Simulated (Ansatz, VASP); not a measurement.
## TiAl3 in VASP and in Ansatz

The input INCAR:

```
ALGO = Normal
EDIFF = 1E-6
ENCUT = 500
GGA = PS
GGA_COMPAT = F
ISIF = 2
ISMEAR = 0
LASPH = T
LCHARG = F
LREAL = F
LWAVE = F
NBANDS = 44
NELM = 120
PREC = Accurate
SIGMA = 0.15
```

KPOINTS

```
k-points
0
Gamma
  12 12 4
```

Contents of POSCAR:

```
TiAl3
1.0
    0.0000000000     -3.9483448101      0.0000000000
    0.0000000000      0.0000000000     -3.9483448101
   13.8450344303      0.0000000000      0.0000000000
Ti Al
3 9
Direct
    0.0000000000      1.0000000000      0.2138717101
    0.0000000000      1.0000000000      0.4990530024
    0.0000000000      1.0000000000      0.7842342946
    0.5000000000      0.0000000000      0.0712810640
    0.5000000000      0.0000000000      0.3564623562
    0.5000000000      0.0000000000      0.6416436485
    0.0000000000      0.5000000000      0.0712810640
    0.0000000000      0.5000000000      0.3564623562
    0.0000000000      0.5000000000      0.6416436485
    0.5000000000      0.5000000000      0.7842342946
    0.5000000000      0.5000000000      0.2138717101
    0.5000000000      0.5000000000      0.4990530024
```

Input for Ansatz:

```yaml
crystal:
  lattice:
    - [0.0, -3.9483448101, 0.0]
    - [0.0, 0.0, -3.9483448101]
    - [13.8450344302, 0.0, 0.0]
  atoms:
    - { symbol: Ti, position: [0.0, 1.0, 0.2138717101] }
    - { symbol: Ti, position: [0.0, 1.0, 0.4990530024] }
    - { symbol: Ti, position: [0.0, 1.0, 0.7842342946] }
    - { symbol: Al, position: [0.5, 0.0, 0.071281064] }
    - { symbol: Al, position: [0.5, 0.0, 0.3564623562] }
    - { symbol: Al, position: [0.5, 0.0, 0.6416436485] }
    - { symbol: Al, position: [0.0, 0.5, 0.071281064] }
    - { symbol: Al, position: [0.0, 0.5, 0.3564623562] }
    - { symbol: Al, position: [0.0, 0.5, 0.6416436485] }
    - { symbol: Al, position: [0.5, 0.5, 0.7842342946] }
    - { symbol: Al, position: [0.5, 0.5, 0.2138717101] }
    - { symbol: Al, position: [0.5, 0.5, 0.4990530024] }
basis:
  ecutwfc: 420
kpoints:
  mp_grid: { grid: [12, 12, 4] }
hamiltonian:
  xc: pbesol
scf:
  occupations: { method: gaussian, width: 0.15 }
output:
  forces: true
  stress: true
  eigenvalues: true
```

Alike in both runs: task single point; functional PBEsol; k mesh 12 × 12 × 4; occupations gaussian, width 0.15 eV; no spin polarisation.

|  | VASP | Ansatz |
| --- | --- | --- |
| version | VASP 6.6.1 | Ansatz 0.2.0 |
| potentials or method | VASP PAW PBE potentials, release 64 (Ti_sv, Al), cutoff 500 eV | scalar-relativistic, plane waves, PAW |
| valence electrons in the cell | 63 | 63 |

VASP gave:

* gap on the k mesh at the Fermi level (eV): none
* pressure (GPa): -2.4
* traceless stress, the component that is largest in VASP (GPa): 1.13
* rms of the force components (eV/Å): 0.219

Task: Which values does Ansatz return?

Result: gap on the k mesh at the Fermi level (eV): none; pressure (GPa): -2.4; traceless stress, the component that is largest in VASP (GPa): 1.15; rms of the force components (eV/Å): 0.219.

VASP's potentials were made for PBE, not for PBEsol. Atom by atom the forces differ by 0.002 eV/Å (rms over components). A gap of «none» marks a metal or a gap that the smearing closes.
